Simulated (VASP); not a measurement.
# Ti (I4_1/amd) in VASP: further runs

The runs below take Ti through relaxation of cell and atoms, with LDA.

All numbers are computed with VASP 6.6.1; they aren't measurements. Logs are shortened: lines on timing, memory, paths and dates and some standing lists are left out, and cuts for length are marked.

## (1) The cell of the first run

The structure is tetragonal, space group I4_1/amd (No. 141). The conventional cell has a = 4.209 Å, b = 4.209 Å, c = 2.491 Å, α = 90.00°, β = 90.00°, γ = 90.00°. Ti (site symmetry -4m2) has 10 Ti at 2.19 to 2.81 Å within 2.9 Å.

## (2) Relaxation of cell and atoms, LDA, target pressure 75 GPa, at which the enthalpy is minimised

Input file INCAR:

```
PREC = Accurate
ENCUT = 600
EDIFF = 1E-6
ISMEAR = -1
SIGMA = 0.05
LREAL = F
LASPH = T
NELM = 80
ALGO = Normal
ISIF = 3
LWAVE = F
LCHARG = F
IBRION = 2
NSW = 32
EDIFFG = -0.005
PSTRESS = 750.0
```

Input file KPOINTS:

```
Automatic mesh
0
Gamma
  18 18 18
```

Input file POSCAR:

```
Ti
1.0
   -2.1044675002      2.1044675002      1.2453751528
    2.1044675002     -2.1044675002      1.2453751528
    2.1044675002      2.1044675002     -1.2453751528
Ti
2
Direct
   -0.3750000000     -0.1250000000     -0.2500000000
    0.3750000000      0.1250000000      0.2500000000
```

Potentials or basis: VASP PAW LDA potentials, release 64 (Ti_sv).

Started as:

```bash
> cat potpaw_LDA.64/Ti_sv/POTCAR > POTCAR
> mpirun -np 1 vasp_std > vasp.out
```

OUTCAR:

```text
PREC = Accurate
   ENCUT = 600
   EDIFF = 1E-6
   ISMEAR = -1
   LREAL = F
   LASPH = T
   NELM = 80
   ISIF = 3
   IBRION = 2
   NSW = 32
   EDIFFG = -0.005
   PSTRESS = 750.0

 ion  position               nearest neighbor table
   1  0.625  0.875  0.750-   2 2.19   2 2.19   2 2.19   2 2.19   2 2.81   2 2.81   2 2.81   2 2.81

   2  0.375  0.125  0.250-   1 2.19   1 2.19   1 2.19   1 2.19   1 2.81   1 2.81   1 2.81   1 2.81

  LATTYP: Found a body centered tetragonal cell.
 ALAT       =     4.2089350004
 C/A-ratio  =     0.5917768522

  Lattice vectors:

 A1 = (  -2.1044675002,   2.1044675002,   1.2453751528)
 A2 = (   2.1044675002,  -2.1044675002,   1.2453751528)
 A3 = (   2.1044675002,   2.1044675002,  -1.2453751528)

Analysis of symmetry for initial positions (statically):
=====================================================================
 Subroutine PRICEL returns:
 Original cell was already a primitive cell.

 Routine SETGRP: Setting up the symmetry group for a
 body centered tetragonal supercell.

 Subroutine GETGRP returns: Found 16 space group operations
 (whereof  4 operations were pure point group operations)
 out of a pool of 16 trial point group operations.

The static configuration has the point symmetry C_2h.
 The point group associated with its full space group is D_4h.

Analysis of symmetry for dynamics (positions and initial velocities):
=====================================================================
 Subroutine PRICEL returns:
 Original cell was already a primitive cell.

 Routine SETGRP: Setting up the symmetry group for a
 body centered tetragonal supercell.

 Subroutine GETGRP returns: Found 16 space group operations
 (whereof  4 operations were pure point group operations)
 out of a pool of 16 trial point group operations.

The dynamic configuration has the point symmetry C_2h.
 The point group associated with its full space group is D_4h.

 Subroutine INISYM returns: Found 16 space group operations
 (whereof  4 operations are pure point group operations),
 and found     1 'primitive' translations

----------------------------------------------------------------------------------------

                                     Primitive cell

  volume of cell :      22.0620

  direct lattice vectors                    reciprocal lattice vectors
    -2.104467500  2.104467500  1.245375153     0.000000000  0.237589794  0.401485447
     2.104467500 -2.104467500  1.245375153     0.237589794  0.000000000  0.401485447
     2.104467500  2.104467500 -1.245375153     0.237589794  0.237589794  0.000000000

  length of vectors
     3.226224758  3.226224758  3.226224758     0.466518461  0.466518461  0.336002709

  position of ions in fractional coordinates (direct lattice)
     0.625000000  0.875000000  0.750000000
     0.375000000  0.125000000  0.250000000

  ion indices of the primitive-cell ions
   primitive index   ion index
                 1           1
                 2           2

----------------------------------------------------------------------------------------

 KPOINTS: Automatic mesh

Automatic generation of k-mesh.
 Grid dimensions read from file:
 generate k-points for:   18   18   18

 Generating k-lattice:

  Cartesian coordinates                     Fractional coordinates (reciprocal lattice)
     0.000000000  0.013199433  0.022304747     0.055555556  0.000000000 -0.000000000
     0.013199433  0.000000000  0.022304747     0.000000000  0.055555556 -0.000000000
     0.013199433  0.013199433  0.000000000     0.000000000  0.000000000  0.055555556

  Length of vectors
     0.025917692  0.025917692  0.018666817

  Shift w.r.t. Gamma in fractional coordinates (k-lattice)
     0.000000000  0.000000000  0.000000000

 Subroutine IBZKPT returns following result:
 ===========================================

 Found    480 irreducible k-points:

 Following reciprocal coordinates:
            Coordinates               Weight
  0.000000  0.000000  0.000000      1.000000
  0.055556 -0.000000  0.000000      8.000000
  0.111111 -0.000000  0.000000      8.000000
  0.166667  0.000000 -0.000000      8.000000
  0.222222 -0.000000  0.000000      8.000000
  0.277778  0.000000 -0.000000      8.000000
[... 16 lines left out ...]
 -0.277778  0.055556  0.000000     16.000000
 -0.222222  0.055556 -0.000000     16.000000
 [... further k-points ...]
   k-points           NKPTS =    480   k-points in BZ     NKDIM =    480   number of bands    NBANDS=     16
   number of dos      NEDOS =    301   number of ions     NIONS =      2
   total plane-waves  NPLWV =  21952
   dimension x,y,z NGX =    28 NGY =   28 NGZ =   28
   dimension x,y,z NGXF=    56 NGYF=   56 NGZF=   56
   ions per type =               2
   NGX,Y,Z   is equivalent  to a cutoff of  14.43, 14.43, 14.43 a.u.
   NGXF,Y,Z  is equivalent  to a cutoff of  28.86, 28.86, 28.86 a.u.
 SYSTEM =  unknown system
   PREC   = accura    normal or accurate (medium, high low for compatibility)
   ISTART =      0    job   : 0-new  1-cont  2-samecut
   ICHARG =      2    charge: 1-file 2-atom 10-const
   ISPIN  =      1    spin polarized calculation?
   LNONCOLLINEAR =      F non collinear calculations
   LSORBIT =      F    spin-orbit coupling
   LASPH  =      T    aspherical Exc in radial PAW
   ENCUT  =  600.0 eV  44.10 Ry    6.64 a.u.   6.44  6.44  6.44*2*pi/ulx,y,z
   NELM   =     80;   NELMIN=  2; NELMDL= -5     # of ELM steps
   EDIFF  = 0.1E-05   stopping-criterion for ELM
   LREAL  =      F    real-space projection
   EDIFFG = -.5E-02   stopping-criterion for IOM
   NSW    =     32    number of steps for IOM
   IBRION =      2    ionic relax: 0-MD 1-quasi-New 2-CG
   NFREE  =      1    steps in history (QN), initial steepest desc. (CG)
   ISIF   =      3    stress and relaxation
   ISYM   =      2    0-nonsym 1-usesym 2-fastsym
   POTIM  = 0.5000    time-step for ionic-motion
   TEBEG  =    0.0;   TEEND  =   0.0 temperature during run
   PSTRESS=  750.0 pullay stress
   NELECT =      24.0000    total number of electrons
   NUPDOWN=      -1.0000    fix difference up-down
   EMIN   =  10.00;   EMAX   =-10.00  energy-range for DOS
   EFERMI =   0.00;   METHOD = LEGACY
   ISMEAR =    -1;   SIGMA  =   0.05  broadening in eV -4-tet -1-fermi 0-gaus
   EFERMI_NEDOS =   21; number of points for ismear=-14 and -15
   IALGO  =     38    algorithm
   IMIX   =      4    mixing-type and parameters
     AMIX     =   0.40;   BMIX     =  1.00
     AMIX_MAG =   1.60;   BMIX_MAG =  1.00
  volume/ion in A,a.u.               =      11.03        74.44
  Fermi-wavevector in a.u.,A,eV,Ry     =   1.683696  3.181724 38.570237  2.834832
  Thomas-Fermi vector in A             =   2.766851
   LORBIT       =      0    0 simple, 1 ext, 2 COOP (PROOUT), +10 PAW based schemes
   GGA     = CA    functional components
   LHFCALC =     F    Hartree Fock is set to
   AEXX    =    0.0000 exact exchange contribution
   IVDW    =     0    specifies the selected vdW correction
   LEPSILON=     F    determine dielectric tensor
   LRPA    =     F    only Hartree local field effects (RPA)
 conjugate gradient relaxation of ions
 non-spin polarized calculation
  energy-cutoff  :      600.00
  volume of cell :       22.06
 maximum number of plane-waves:       753
 NGX is ok and might be reduce to    28
   NGX = 13   NGY = 13   NGZ = 13

--------------------------------------- Ionic step        1  -------------------------------------------

 number of electron      23.9999999 magnetization

 Free energy of the ion-electron system (eV)
  ---------------------------------------------------
  ext. energy  EPLUGINS =         0.00000000
  ---------------------------------------------------
  free energy    TOTEN  =       -14.58630265 eV

  energy without entropy =      -14.56357289  energy(sigma->0) =      -14.57493777

------------------------ aborting loop because EDIFF is reached ----------------------------------------

  FORCE on cell =-STRESS in cart. coord.  units (eV):
  Direction    XX          YY          ZZ          XY          YZ          ZX
  --------------------------------------------------------------------------------------
  -------------------------------------------------------------------------------------
  Total       10.6099341     10.6099341     10.3002096      0.0000000      0.0000000      0.0000000
  in kB      770.5106317    770.5106317    748.0179322      0.0000000      0.0000000      0.0000000
  external PRESSURE =      13.0130652 kB  Pullay stress =     750.0000000 kB
[... 97 lines left out ...]
  energy  without entropy=      -14.6215370915  energy(sigma->0) =      -14.63295842

  enthalpy is  TOTEN    =        -4.2596111822 eV   P V=       10.3847685763

[... ionic steps 4 to 14 ...]

--------------------------------------- Ionic step       15  -------------------------------------------

 number of electron      24.0000002 magnetization

------------------------ aborting loop because EDIFF is reached ----------------------------------------
[... 71 lines left out ...]
--------------------------------------- Ionic step       17  -------------------------------------------

 number of electron      24.0000002 magnetization

 Free energy of the ion-electron system (eV)
  ---------------------------------------------------
  ext. energy  EPLUGINS =         0.00000000
  ---------------------------------------------------
  free energy    TOTEN  =       -14.62555165 eV

  energy without entropy =      -14.60264681  energy(sigma->0) =      -14.61409923

 E-fermi :  13.2920     XC(G=0): -14.0742

 val. band max:       13.2916934922   @ k =  -0.1111  -0.3889   0.0556
 cond. band min:      13.2930283415   @ k =   0.3889   0.0000  -0.0000
 fundamental gap:      0.0013348492
 Fermi energy:        13.2920399828

 k-point     1 :       0.0000    0.0000    0.0000
  band No.  band energies     occupation
      1     -42.5262      2.00000
      2     -40.9281      2.00000
      3     -19.8492      2.00000
      4     -19.8492      2.00000
      5     -17.5193      2.00000
      6     -17.4706      2.00000
[... 433 lines left out ...]
      3     -19.8482      2.00000
      4     -19.5066      2.00000
      5     -18.0843      2.00000
      6     -17.8512      2.00000
[... 8 lines left out ...]
     15      15.9117      0.00000
     16      17.1792      0.00000

 [... further k-points ...]

------------------------ aborting loop because EDIFF is reached ----------------------------------------

  FORCE on cell =-STRESS in cart. coord.  units (eV):
  Direction    XX          YY          ZZ          XY          YZ          ZX
  --------------------------------------------------------------------------------------
  -------------------------------------------------------------------------------------
  Total       10.3602484     10.3602484     10.3669363      0.0000000     -0.0000000      0.0000000
  in kB      749.6319985    749.6319985    750.1159171      0.0000000     -0.0000000      0.0000000
  external PRESSURE =      -0.2066953 kB  Pullay stress =     750.0000000 kB
[... 21 lines left out ...]
  energy  without entropy=      -14.6026468078  energy(sigma->0) =      -14.61409923

  enthalpy is  TOTEN    =        -4.2602173269 eV   P V=       10.3653343192

 reached required accuracy - stopping structural energy minimisation
```

Run time: 44 min. Hardware: 1 thread of Oxide Virtual Turin-like, shared host; peak memory 0.26 GiB.

Results:

* Free energy: -14.6256 eV
* Relaxed volume: 11.07 Å³/atom
* Relaxed cell: a = 3.237 Å, b = 3.237 Å, c = 3.237 Å, α = 98.41°, β = 98.41°, γ = 135.03°
* Space group after relaxing (to 0.1 Å): I4_1/amd (No. 141)
* Energy change on relaxing (the run minimises the enthalpy): -19.6 meV/atom
* Ionic steps: 17
* Pressure after relaxing: 75.0 GPa
* Band gap on the k mesh: zero (bands 12 and 13 overlap by 1.72 eV)

Step by step:
| step | energy change (eV) | largest force (eV/Å) | pressure (GPa) | volume (Å³) |
| --- | --- | --- | --- | --- |
| 1 | 0.0000 | 0.0000 | 76.30 | 22.06 |
| 2 | -0.1337 | 0.0000 | 71.93 | 22.35 |
| 3 | -0.0581 | 0.0000 | 74.34 | 22.18 |
| 4 | -0.0429 | 0.0000 | 74.80 | 22.15 |
| 5 | -0.0416 | 0.0000 | 74.85 | 22.15 |
| 6 | -0.0389 | 0.0000 | 74.96 | 22.14 |
| 7 | -0.0409 | 0.0000 | 75.09 | 22.15 |
| 8 | -0.0492 | 0.0000 | 74.71 | 22.16 |
| 9 | -0.0425 | 0.0000 | 74.90 | 22.15 |
| 10 | -0.0421 | 0.0000 | 74.89 | 22.15 |
| 11 | -0.0415 | 0.0000 | 74.92 | 22.15 |
| 12 | -0.0412 | 0.0000 | 74.91 | 22.15 |
| 13 | -0.0410 | 0.0000 | 74.93 | 22.15 |
| 14 | -0.0410 | 0.0000 | 74.94 | 22.15 |
| 15 | -0.0409 | 0.0000 | 74.95 | 22.15 |
| 16 | -0.0409 | 0.0000 | 74.95 | 22.15 |
| 17 | -0.0392 | 0.0000 | 74.98 | 22.14 |

Final structure:
```cif
data_structure
_symmetry_space_group_name_H-M 'P 1'
_symmetry_Int_Tables_number 1
_cell_length_a 3.2367
_cell_length_b 3.2367
_cell_length_c 3.2367
_cell_angle_alpha 98.411
_cell_angle_beta 98.411
_cell_angle_gamma 135.029
_cell_volume 22.14
loop_
_atom_site_label
_atom_site_type_symbol
_atom_site_fract_x
_atom_site_fract_y
_atom_site_fract_z
_atom_site_occupancy
Ti1 Ti 0.62500 0.87500 0.75000 1
Ti2 Ti 0.37500 0.12500 0.25000 1
```

Levels at points of the mesh, in eV from the Fermi level:
| k point | band 9 | band 10 | band 11 | band 12 | band 13 | band 14 | band 15 | band 16 |
| --- | --- | --- | --- | --- | --- | --- | --- | --- |
| (0.00, 0.00, 0.00) | -5.92 | -5.03 | -1.69 | -0.79 | 0.30 | 3.26 | 3.26 | 3.42 |
| (0.50, 0.00, 0.00) | -3.68 | -3.28 | -1.49 | -0.07 | 1.59 | 2.65 | 2.84 | 3.97 |
| (0.50, 0.50, 0.00) | -2.99 | -2.99 | -0.79 | -0.79 | 1.05 | 1.05 | 3.65 | 3.65 |
| (0.50, 0.50, 0.50) | -2.29 | -2.29 | 0.41 | 0.41 | 2.25 | 2.25 | 3.28 | 3.28 |

Caveat: the cell is relaxed towards a set pressure, so the run minimises the enthalpy, not the energy.

## (3) Relaxation of cell and atoms, LDA, target pressure 75 GPa, at which the enthalpy is minimised

This run uses another cell than the first one, of 11.45 Å³/atom.

Input file INCAR:

```
SYSTEM = Ti
PREC = Accurate
ENCUT = 600
EDIFF = 1E-6
ISMEAR = -1
SIGMA = 0.05
LREAL = .FALSE.
LASPH = .TRUE.
NELM = 100
ALGO = Normal
ISIF = 3
LWAVE = .FALSE.
LCHARG = .FALSE.
IBRION = 2
NSW = 60
EDIFFG = -0.005
PSTRESS = 750.0
```

Input file KPOINTS:

```
regular mesh
0
G
  18 18 18
  0 0 0
```

Input file POSCAR:

```
Ti
1.0
   -2.1831823663      2.1831823663      1.2007503015
    2.1831823663     -2.1831823663      1.2007503015
    2.1831823663      2.1831823663     -1.2007503015
Ti
2
Direct
   -0.3750000000     -0.1250000000     -0.2500000000
    0.3750000000      0.1250000000      0.2500000000
```

Potentials or basis: VASP PAW LDA potentials, release 64 (Ti_sv).

Started as:

```bash
> cat potpaw_LDA.64/Ti_sv/POTCAR > POTCAR
> mpirun -np 1 vasp_std > vasp.out
```

It took 54 min on 1 thread of Oxide Virtual Turin-like, shared host; peak memory 0.28 GiB.

It converged, with:

| Quantity | Value |
| --- | --- |
| Free energy | -14.6282 eV |
| Relaxed volume | 11.07 Å³/atom |
| Relaxed cell | a = 3.237 Å, b = 3.237 Å, c = 3.237 Å, α = 98.41°, β = 98.41°, γ = 135.02° |
| Space group after relaxing (to 0.1 Å) | I4_1/amd (No. 141) |
| Energy change on relaxing (the run minimises the enthalpy) | +146.2 meV/atom |
| Ionic steps | 14 |
| Pressure after relaxing | 74.9 GPa |
| Band gap on the k mesh | zero (bands 12 and 13 overlap by 1.72 eV) |

The path:
| step | energy change (eV) | largest force (eV/Å) | pressure (GPa) | volume (Å³) |
| --- | --- | --- | --- | --- |
| 1 | 0.0000 | 0.0000 | 64.22 | 22.89 |
| 2 | 1.2576 | 0.0000 | 105.50 | 20.43 |
| 3 | 0.3623 | 0.0000 | 76.42 | 22.04 |
| 4 | 0.3208 | 0.0000 | 75.65 | 22.10 |
| 5 | 0.2940 | 0.0000 | 75.03 | 22.14 |
| 6 | 0.2983 | 0.0000 | 75.11 | 22.13 |
| 7 | 0.2976 | 0.0000 | 75.18 | 22.14 |
| 8 | 0.2970 | 0.0000 | 75.17 | 22.14 |
| 9 | 0.2786 | 0.0000 | 74.55 | 22.18 |
| 10 | 0.2928 | 0.0000 | 74.91 | 22.15 |
| 11 | 0.2937 | 0.0000 | 74.97 | 22.14 |
| 12 | 0.2929 | 0.0000 | 74.94 | 22.15 |
| 13 | 0.2922 | 0.0000 | 74.93 | 22.15 |
| 14 | 0.2923 | 0.0000 | 74.94 | 22.15 |

Final structure:
```
CELL_PARAMETERS angstrom
-2.11473 2.11473 1.23807
2.11473 -2.11473 1.23807
2.11473 2.11473 -1.23807
ATOMIC_POSITIONS crystal
Ti 0.62500 0.87500 0.75000
Ti 0.37500 0.12500 0.25000
```

Levels at points of the mesh, in eV from the Fermi level:
```csv
k point,band 9,band 10,band 11,band 12,band 13,band 14,band 15,band 16
"(0.00, 0.00, 0.00)",-5.92,-5.03,-1.69,-0.79,0.30,3.25,3.25,3.41
"(0.50, 0.00, 0.00)",-3.68,-3.28,-1.49,-0.07,1.59,2.65,2.84,3.97
"(0.50, 0.50, 0.00)",-2.99,-2.99,-0.79,-0.79,1.04,1.04,3.64,3.64
"(0.50, 0.50, 0.50)",-2.29,-2.29,0.41,0.41,2.25,2.25,3.28,3.28
```

Caveat: the cell is relaxed towards a set pressure, so the run minimises the enthalpy, not the energy.
